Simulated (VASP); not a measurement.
Wanted: the native input for a VASP 6.6.1 run.

- Task: single point
- Functional: r2SCAN
- Potentials or basis: VASP PAW PBE potentials, release 64 (Sn_d, Se)
- Cutoff: 520 eV
- k mesh: 6 × 6 × 6
- Occupations: gaussian, width 0.01 eV
- Spin: no spin polarisation
- Dipole correction: no
- Further INCAR settings: ALGO = Normal; EDIFF = 1e-06; NBANDS = 35

The system is SnSe2.

```
Sn Se
1.0
    -2.81440    2.81440    5.51128
     2.81440   -2.81440    5.51128
     2.81440    2.81440   -5.51128
Sn Se
2 4
Direct
  0.75000 0.25000 0.50000
  0.00000 0.00000 0.00000
  0.51938 0.01938 0.50000
  0.76938 0.76938 0.00000
  0.23062 0.23062 0.00000
  0.98062 0.48062 0.50000
```

These files were run (other wordings do the same):

POSCAR

```
SnSe2
1.0
   -2.8143962848      2.8143962848      5.5112833719
    2.8143962848     -2.8143962848      5.5112833719
    2.8143962848      2.8143962848     -5.5112833719
Sn Se
2 4
Direct
    0.7500000000      0.2500000000      0.5000000000
    0.0000000000      0.0000000000      0.0000000000
    0.5193771670      0.0193771670      0.5000000000
    0.7693771670      0.7693771670      0.0000000000
    0.2306228330      0.2306228330      0.0000000000
    0.9806228330      0.4806228330      0.5000000000
```

INCAR.step1

```
SYSTEM = SnSe2
PREC = Accurate
ENCUT = 520
ISMEAR = 0
SIGMA = 0.01
LREAL = .FALSE.
LASPH = .TRUE.
NELM = 80
NBANDS = 35
GGA = PE
ALGO = Normal
EDIFF = 1E-4
LWAVE = .TRUE.
LCHARG = .FALSE.
```

INCAR.step2

```
SYSTEM = SnSe2
PREC = Accurate
ENCUT = 520
EDIFF = 1E-6
ISMEAR = 0
SIGMA = 0.01
LREAL = .FALSE.
LASPH = .TRUE.
NELM = 80
ALGO = Normal
ISIF = 2
LWAVE = .FALSE.
LCHARG = .FALSE.
METAGGA = R2SCAN
LMIXTAU = .TRUE.
NBANDS = 35
ISTART = 1
```

KPOINTS

```
regular mesh
0
G
  6 6 6
  0 0 0
```

Potentials or basis: VASP PAW PBE potentials, release 64 (Sn_d, Se).

Launch:

```sh
$ cat potpaw_PBE.64/Sn_d/POTCAR potpaw_PBE.64/Se/POTCAR > POTCAR
$ cp INCAR.step1 INCAR
$ mpirun -np 1 vasp_std > vasp.out
$ cp INCAR.step2 INCAR
$ mpirun -np 1 vasp_std > vasp.out
```

It gave:

```yaml
Pressure: 0.0 GPa
Largest_force: 0.010 eV/Å
Band_gap_on_the_k_mesh: 0.52 eV (least direct gap 0.80 eV)
```

Caveat: the PAW data sets were made with another functional, which shifts forces and pressure a little; spin-orbit coupling is left out, which moves the levels of the heavy elements.

It took 32 min on 1 thread of Intel Xeon 8259CL (shared host), peak memory 0.51 GiB.
